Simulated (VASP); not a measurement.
Input of a VASP 6.6.1 run:

INCAR

```
PREC = Accurate ; ENCUT = 500
EDIFF = 1E-6 ; ISMEAR = -1
SIGMA = 0.02 ; LREAL = False
LASPH = True ; NELM = 120
ALGO = Normal ; ISIF = 2
LWAVE = False ; LCHARG = True
GGA = PS ; LELF = True
LVHAR = True ; NBANDS = 21
GGA_COMPAT = False
```

File KPOINTS:

```
regular mesh
0
Gamma
  5 5 5
```

Contents of POSCAR:

```
Ge
1.0
    0.0000000000      2.8561803617      2.8561803617
    2.8561803617      0.0000000000      2.8561803617
    2.8561803617      2.8561803617      0.0000000000
Ge
2
Direct
    0.0000000000      0.0000000000      0.0000000000
    0.2500000000      0.2500000000      0.2500000000
```

Potentials or basis: VASP PAW PBE potentials, release 64 (Ge_d).

Launch:

```sh
$ cat potpaw_PBE.64/Ge_d/POTCAR > POTCAR
$ mpirun -np 1 vasp_std > vasp.out
```

(1) Estimate the pressure.

(2) Predict the band gap on the k mesh.

## Answers

(1) -1.5 GPa.

(2) zero (filled and empty bands touch).

Caveat: the k points lie up to 0.38 Å⁻¹ apart; the PAW data sets were made with another functional, which shifts forces and pressure a little.
